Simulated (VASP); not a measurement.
# ZrS2 in VASP: notebook

Runs on ZrS2. Level: PBE+D3(BJ). Tasks: relaxation of the atoms, single point.

All numbers are computed with VASP 6.6.1; they aren't measurements. Logs are shortened: lines on timing, memory, paths and dates and some standing lists are left out, and cuts for length are marked.

## Step 1: The cell of the first run

The cell holds a slab with vacuum, 6 atoms: a = 3.635 Å, b = 3.635 Å, c = 25.644 Å, α = 90.00°, β = 90.00°, γ = 120.00°.

## Step 2: Relaxation of the atoms, PBE+D3(BJ)

INCAR reads:

```
ALGO     = Normal         # electronic algorithm
DIPOL    = 0.5 0.5 0.500
EDIFF    = 1E-7           # SCF threshold, eV
EDIFFG   = -0.03          # ionic threshold
ENCUT    = 450            # plane-wave cutoff, eV
GGA      = PE             # functional
GGA_COMPAT= F            
IBRION   = 2              # ionic algorithm
IDIPOL   = 3            
ISIF     = 2              # what is computed and relaxed
ISMEAR   = 0              # smearing method
IVDW     = 12             # dispersion correction
LASPH    = T              # aspherical terms in the spheres
LCHARG   = F              # write CHGCAR
LDIPOL   = T            
LREAL    = F              # projectors in reciprocal space
LWAVE    = F              # write WAVECAR
NELM     = 120            # most SCF steps
NELMDL   = -8           
NELMIN   = 4            
NSW      = 90             # ionic steps
PREC     = Accurate       # precision mode
SIGMA    = 0.05           # smearing width, eV
```

KPOINTS reads:

```
k-points
0
Gamma
  9 9 1
```

POSCAR reads:

```
ZrS2
1.0
    3.6350196807      0.0000000000      0.0000000000
   -1.8175098403      3.1480193867      0.0000000000
    0.0000000000      0.0000000000     25.6441541884
S Zr
4 2
Selective dynamics
Direct
    0.6666666667      0.3333333333      0.3314595575  F F F
    0.3333333333      0.6666666667      0.4453806002  F F F
    0.6666666667      0.3333333333      0.5546193998  T T T
    0.3333333333      0.6666666667      0.6685404425  T T T
    0.0000000000      0.0000000000      0.3884200789  F F F
    0.0000000000      0.0000000000      0.6115799211  T T T
```

Potentials or basis: VASP PAW PBE potentials, release 64 (S, Zr_sv).

Launch:

```sh
cat potpaw_PBE.64/S/POTCAR potpaw_PBE.64/Zr_sv/POTCAR > POTCAR
mpirun -np 1 vasp_std > vasp.out
```

OUTCAR:

```text
EDIFF = 1E-7
   EDIFFG = -0.03
   ENCUT = 450
   GGA = PE
   IBRION = 2
   ISIF = 2
   ISMEAR = 0
   IVDW = 12
   LASPH = T
   LREAL = F
   NELM = 120
   NELMDL = -8
   NELMIN = 4
   NSW = 90
   PREC = Accurate
 IVDW          = 12

 ion  position               nearest neighbor table
   1  0.667  0.333  0.331-   5 2.56   5 2.56   5 2.56
   2  0.333  0.667  0.445-   5 2.56   5 2.56   5 2.56
   3  0.667  0.333  0.555-   6 2.56   6 2.56   6 2.56
   4  0.333  0.667  0.669-   6 2.56   6 2.56   6 2.56
   5  0.000  0.000  0.388-   2 2.56   2 2.56   2 2.56   1 2.56   1 2.56   1 2.56
   6  0.000  0.000  0.612-   3 2.56   3 2.56   3 2.56   4 2.56   4 2.56   4 2.56

  LATTYP: Found a hexagonal cell.
 ALAT       =     3.6350196807
 C/A-ratio  =     7.0547497513

  Lattice vectors:

 A1 = (   3.6350196807,   0.0000000000,   0.0000000000)
 A2 = (  -1.8175098403,   3.1480193867,   0.0000000000)
 A3 = (   0.0000000000,   0.0000000000,  25.6441541884)

Analysis of symmetry for initial positions (statically):
=====================================================================
 Subroutine PRICEL returns:
 Original cell was already a primitive cell.

 Routine SETGRP: Setting up the symmetry group for a
 hexagonal supercell.

 Subroutine GETGRP returns: Found 12 space group operations
 (whereof 12 operations were pure point group operations)
 out of a pool of 24 trial point group operations.

The static configuration has the point symmetry D_3d.

Analysis of symmetry for dynamics (positions and initial velocities):
=====================================================================
 Subroutine PRICEL returns:
 Original cell was already a primitive cell.

 Routine SETGRP: Setting up the symmetry group for a
 hexagonal supercell.

 Subroutine GETGRP returns: Found 12 space group operations
 (whereof 12 operations were pure point group operations)
 out of a pool of 24 trial point group operations.

The dynamic configuration has the point symmetry D_3d.

Analysis of constrained symmetry for selective dynamics:
=====================================================================
 Subroutine PRICEL returns:
 Original cell was already a primitive cell.

 Routine SETGRP: Setting up the symmetry group for a
 hexagonal supercell.

 Subroutine GETGRP returns: Found  6 space group operations
 (whereof  6 operations were pure point group operations)
 out of a pool of 24 trial point group operations.

The constrained configuration has the point symmetry C_3v.

 Subroutine INISYM returns: Found  6 space group operations
 (whereof  6 operations are pure point group operations),
 and found     1 'primitive' translations

----------------------------------------------------------------------------------------

                                     Primitive cell

  volume of cell :     293.4489

  direct lattice vectors                    reciprocal lattice vectors
     3.635019681  0.000000000  0.000000000     0.275101674  0.158830026  0.000000000
    -1.817509840  3.148019387  0.000000000     0.000000000  0.317660051  0.000000000
     0.000000000  0.000000000 25.644154188     0.000000000  0.000000000  0.038995242

  length of vectors
     3.635019681  3.635019681 25.644154188     0.317660051  0.317660051  0.038995242

  position of ions in fractional coordinates (direct lattice)
     0.666666667  0.333333333  0.331459557
     0.333333333  0.666666667  0.445380600
     0.666666667  0.333333333  0.554619400
     0.333333333  0.666666667  0.668540443
     0.000000000  0.000000000  0.388420079
     0.000000000  0.000000000  0.611579921

  ion indices of the primitive-cell ions
   primitive index   ion index
                 1           1
                 2           2
                 3           3
[... 82 lines left out ...]
     AMIX_MAG =   1.60;   BMIX_MAG =  1.00
  volume/ion in A,a.u.               =      48.91       330.05
  Fermi-wavevector in a.u.,A,eV,Ry     =   0.895319  1.691907 10.906374  0.801596
  Thomas-Fermi vector in A             =   2.017636
   LORBIT       =      0    0 simple, 1 ext, 2 COOP (PROOUT), +10 PAW based schemes
   GGA     = PE    functional components
   LHFCALC =     F    Hartree Fock is set to
   AEXX    =    0.0000 exact exchange contribution
   IVDW    =    12    specifies the selected vdW correction
   LEPSILON=     F    determine dielectric tensor
   LRPA    =     F    only Hartree local field effects (RPA)
 conjugate gradient relaxation of ions
 non-spin polarized calculation
 Gauss-broadening in eV      SIGMA  =   0.05
  energy-cutoff  :      450.00
  volume of cell :      293.45
 maximum number of plane-waves:      6401
 NGX is ok and might be reduce to    28

 dipolmoment           0.000000      0.000000     -0.000000 electrons x Angstroem

--------------------------------------- Ionic step        1  -------------------------------------------

 number of electron      48.0000001 magnetization

 Free energy of the ion-electron system (eV)
  ---------------------------------------------------
  ext. energy  EPLUGINS =         0.00000000
  ---------------------------------------------------
  free energy    TOTEN  =       -42.78641283 eV

  energy without entropy =      -42.78641283  energy(sigma->0) =      -42.78641283

------------------------ aborting loop because EDIFF is reached ----------------------------------------

 Edisp (eV)   -1.81841

 E8    (eV) :    -0.7982

  FORCE on cell =-STRESS in cart. coord.  units (eV):
  Direction    XX          YY          ZZ          XY          YZ          ZX
  --------------------------------------------------------------------------------------
  -------------------------------------------------------------------------------------
  Total       0.30621     0.30621     0.18689     0.00000     0.00000     0.00000
  in kB       1.67183     1.67183     1.02038     0.00000     0.00000     0.00000
  external pressure =        1.45 kB  Pullay stress =        0.00 kB

 VOLUME and BASIS-vectors are now :
 -----------------------------------------------------------------------------
  energy-cutoff  :      450.00
  volume of cell :      293.45
      direct lattice vectors                 reciprocal lattice vectors
     3.635019681  0.000000000  0.000000000     0.275101674  0.158830026  0.000000000
    -1.817509840  3.148019387  0.000000000     0.000000000  0.317660051  0.000000000
     0.000000000  0.000000000 25.644154188     0.000000000  0.000000000  0.038995242

 POSITION                                       TOTAL-FORCE (eV/Angst)
 -----------------------------------------------------------------------------------
      1.81751      1.04934      8.50000         0.000000     -0.000000     -0.045918
     -0.00000      2.09868     11.42141        -0.000000      0.000000      0.011279
      1.81751      1.04934     14.22275        -0.000000     -0.000000     -0.011280
     -0.00000      2.09868     17.14415        -0.000000      0.000000      0.045918
      0.00000      0.00000      9.96070         0.000000      0.000000      0.021600
      0.00000      0.00000     15.68345         0.000000      0.000000     -0.021599
 -----------------------------------------------------------------------------------
    total drift:                                0.000000     -0.000000     -0.000000

  FREE ENERGIE OF THE ION-ELECTRON SYSTEM (eV)
  ---------------------------------------------------
  free  energy   TOTEN  =       -44.6048276660 eV

  energy  without entropy=      -44.6048276660  energy(sigma->0) =      -44.60482767

--------------------------------------- Ionic step        2  -------------------------------------------

 number of electron      48.0000001 magnetization

 dipolmoment           0.000000      0.000000      0.000717 electrons x Angstroem

 Free energy of the ion-electron system (eV)
  ---------------------------------------------------
  ext. energy  EPLUGINS =         0.00000000
  ---------------------------------------------------
  free energy    TOTEN  =       -42.78658439 eV

  energy without entropy =      -42.78658439  energy(sigma->0) =      -42.78658439

 E-fermi :  -0.9762     XC(G=0):  -4.7889

 val. band max:       -1.2894007333   @ k =   0.0000   0.0000   0.0000
 cond. band min:      -0.2724374917   @ k =   0.4444  -0.0000   0.0000
 fundamental gap:      1.0169632416
 Fermi energy:        -0.9762222358

 k-point     1 :       0.0000    0.0000    0.0000
  band No.  band energies     occupation
      1     -50.1502      2.00000
      2     -50.1474      2.00000
      3     -28.2251      2.00000
      4     -28.2215      2.00000
      5     -28.0596      2.00000
      6     -28.0596      2.00000
[... 361 lines left out ...]
     27       1.7429      0.00000
     28       1.7453      0.00000

------------------------ aborting loop because EDIFF is reached ----------------------------------------

 vacuum level on the upper side and lower side of the slab       (xc-potential included)        -0.136        -0.135

 Edisp (eV)   -1.81832

 E8    (eV) :    -0.7982

  FORCE on cell =-STRESS in cart. coord.  units (eV):
  Direction    XX          YY          ZZ          XY          YZ          ZX
  --------------------------------------------------------------------------------------
  -------------------------------------------------------------------------------------
  Total       0.27929     0.27929     0.14278     0.00000    -0.00000     0.00000
  in kB       1.52486     1.52486     0.77953     0.00000    -0.00000     0.00000
  external pressure =        1.28 kB  Pullay stress =        0.00 kB

 VOLUME and BASIS-vectors are now :
 -----------------------------------------------------------------------------
  energy-cutoff  :      450.00
  volume of cell :      293.45
      direct lattice vectors                 reciprocal lattice vectors
     3.635019681  0.000000000  0.000000000     0.275101674  0.158830026  0.000000000
    -1.817509840  3.148019387  0.000000000     0.000000000  0.317660051  0.000000000
     0.000000000  0.000000000 25.644154188     0.000000000  0.000000000  0.038995242

 POSITION                                       TOTAL-FORCE (eV/Angst)
 -----------------------------------------------------------------------------------
      1.81751      1.04934      8.50000        -0.000000      0.000000     -0.045956
     -0.00000      2.09868     11.42141         0.000000     -0.000000      0.010896
      1.81751      1.04934     14.22220        -0.000000      0.000000     -0.010666
     -0.00000      2.09868     17.14637        -0.000000     -0.000000      0.014638
      0.00000      0.00000      9.96070        -0.000000      0.000000      0.021375
      0.00000      0.00000     15.68241        -0.000000      0.000000      0.009712
 -----------------------------------------------------------------------------------
    total drift:                                0.000000     -0.000000      0.000360

  FREE ENERGIE OF THE ION-ELECTRON SYSTEM (eV)
  ---------------------------------------------------
  free  energy   TOTEN  =       -44.6049052814 eV

  energy  without entropy=      -44.6049052814  energy(sigma->0) =      -44.60490528

 reached required accuracy - stopping structural energy minimisation

 vacuum level on the upper side and lower side of the slab         4.933         4.933
```

Wall time 5.7 min (1 thread of Intel Xeon Platinum 8375C at 2.90GHz (Ice Lake), shared host); peak memory 0.41 GiB.

Results:

- Free energy: -44.6049 eV
- Energy gained by relaxing: 0.0 meV/atom
- Ionic steps: 2
- Band gap on the k mesh: 1.02 eV (least direct gap 1.64 eV)
- Dispersion energy per atom: -0.303 eV

Final structure:
```cif
data_structure
_symmetry_space_group_name_H-M 'P 1'
_symmetry_Int_Tables_number 1
_cell_length_a 3.6350
_cell_length_b 3.6350
_cell_length_c 25.6442
_cell_angle_alpha 90.000
_cell_angle_beta 90.000
_cell_angle_gamma 120.000
_cell_volume 293.45
loop_
_atom_site_label
_atom_site_type_symbol
_atom_site_fract_x
_atom_site_fract_y
_atom_site_fract_z
_atom_site_occupancy
S1 S 0.66667 0.33333 0.33146 1
S2 S 0.33333 0.66667 0.44538 1
S3 S 0.66667 0.33333 0.55460 1
S4 S 0.33333 0.66667 0.66863 1
Zr1 Zr 0.00000 0.00000 0.38842 1
Zr2 Zr 0.00000 0.00000 0.61154 1
```

Levels at points of the mesh, in eV from the valence-band top:
```tsv
k point	band 21	band 22	band 23	band 24	band 25	band 26	band 27	band 28
(0.00, 0.00, 0.00)	-0.10	-0.10	0.00	0.00	1.64	1.64	1.67	1.67
```

## Step 3: Relaxation of the atoms, PBE+D3(BJ)

This run uses another cell than the first one: it holds 12 atoms, not 6.

INCAR reads:

```
  PREC = Accurate
  ENCUT = 450
  EDIFF = 1E-7
  ISMEAR = 0
  SIGMA = 0.05
  LREAL = F
  LASPH = T
  NELM = 120
  ALGO = Normal
  ISIF = 2
  LWAVE = F
  LCHARG = F
  LDIPOL = T
  IDIPOL = 3
  DIPOL = 0.5 0.5 0.500
  GGA = PE
  IVDW = 12
  IBRION = 2
  NSW = 90
  EDIFFG = -0.03
  GGA_COMPAT = F
  NELMIN = 4
  NELMDL = -8
  LUSENCCL = F
```

KPOINTS reads:

```
Automatic mesh
0
Gamma
  3 3 1
```

POSCAR reads:

```
ZrS2
1.0
    7.2700393928      0.0000000000      0.0000000000
   -3.6350196964      6.2960388007      0.0000000000
    0.0000000000      0.0000000000     18.9214087726
S Zr
8 4
Selective dynamics
Direct
    0.3333333333      0.1666666667      0.4228014994  F F F
    0.3333333333      0.6666666667      0.4228014994  F F F
    0.8333333333      0.1666666667      0.4228014994  F F F
    0.8333333333      0.6666666667      0.4228014994  F F F
    0.1666666667      0.3333333333      0.5771985006  T T T
    0.1666666667      0.8333333333      0.5771985006  T T T
    0.6666666667      0.3333333333      0.5771985006  T T T
    0.6666666667      0.8333333333      0.5771985006  T T T
    0.0000000000      0.0000000000      0.5000000000  T T T
    0.0000000000      0.5000000000      0.5000000000  T T T
    0.5000000000      0.0000000000      0.5000000000  T T T
    0.5000000000      0.5000000000      0.5000000000  T T T
```

Potentials or basis: VASP PAW PBE potentials, release 64 (S, Zr_sv).

Launch:

```sh
cat potpaw_PBE.64/S/POTCAR potpaw_PBE.64/Zr_sv/POTCAR > POTCAR
mpirun -np 1 vasp_std > vasp.out
```

It took 67 s on 1 × NVIDIA H100 80GB with 1 thread of AMD EPYC 7R13 (Zen 3), shared host; peak memory 1.6 GiB.

Results (log left out):

```
Free energy                : -88.6128 eV
Energy gained by relaxing  : 0.0 meV/atom
Ionic steps                : 2
Band gap on the k mesh     : 1.06 eV
Dispersion energy per atom : -0.248 eV
```

Step by step:
| step | energy change (eV) | largest force on free atoms (eV/Å) | pressure (GPa) |
| --- | --- | --- | --- |
| 1 | 0.0000 | 0.0466 | 0.21 |
| 2 | -0.0003 | 0.0242 | 0.19 |

Final structure:
```cif
data_structure
_symmetry_space_group_name_H-M 'P 1'
_symmetry_Int_Tables_number 1
_cell_length_a 7.2700
_cell_length_b 7.2700
_cell_length_c 18.9214
_cell_angle_alpha 90.000
_cell_angle_beta 90.000
_cell_angle_gamma 120.000
_cell_volume 866.08
loop_
_atom_site_label
_atom_site_type_symbol
_atom_site_fract_x
_atom_site_fract_y
_atom_site_fract_z
_atom_site_occupancy
S1 S 0.33333 0.16667 0.42280 1
S2 S 0.33333 0.66667 0.42280 1
S3 S 0.83333 0.16667 0.42280 1
S4 S 0.83333 0.66667 0.42280 1
S5 S 0.16667 0.33333 0.57732 1
S6 S 0.16667 0.83333 0.57732 1
S7 S 0.66667 0.33333 0.57732 1
S8 S 0.66667 0.83333 0.57732 1
Zr1 Zr 0.00000 0.00000 0.50000 1
Zr2 Zr 0.00000 0.50000 0.50000 1
Zr3 Zr 0.50000 0.00000 0.50000 1
Zr4 Zr 0.50000 0.50000 0.50000 1
```

Levels at points of the mesh, in eV from the valence-band top:
```csv
k point,band 45,band 46,band 47,band 48,band 49,band 50,band 51,band 52
"(0.00, 0.00, 0.00)",-0.93,-0.92,0.00,0.00,1.06,1.06,1.06,1.67
```

(Part 1 of 2 ends here.)
